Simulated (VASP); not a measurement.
CdI2, 3 atoms in the cell. It takes space group P-3m1 (No. 164, trigonal). The conventional cell has a = 4.248 Å, b = 4.248 Å, c = 6.884 Å, α = 90.00°, β = 90.00°, γ = 120.00°. Within 3.9 Å of Cd (site symmetry -3m) lie 6 I at 2.99 Å. I (site symmetry 3m) has 3 Cd at 2.99 Å within 3.9 Å. 

- Program: VASP 6.6.1
- Task: single point
- Functional: LDA
- Potentials or basis: VASP PAW LDA potentials, release 64 (Cd, I)
- Cutoff: 500 eV
- k mesh: 12 × 12 × 4
- Occupations: gaussian, width 0.01 eV
- Spin: no spin polarisation
- Dipole correction: no
- Further INCAR settings: ALGO = Normal; EDIFF = 1e-06; NBANDS = 20

Potentials or basis: VASP PAW LDA potentials, release 64 (Cd, I).

Run with:

```console
$ cat potpaw_LDA.64/Cd/POTCAR potpaw_LDA.64/I/POTCAR > POTCAR
$ mpirun -np 1 vasp_std > vasp.out
```

Hardware: 1 thread of AMD EPYC 7571, on a shared host.

Problem. Estimate the wall time of this run.

Solution. Wall time 3.6 min on 1 thread of AMD EPYC 7571, with other jobs on the host, peak memory 0.24 GiB. Counts: scf iterations 12, k points 69.
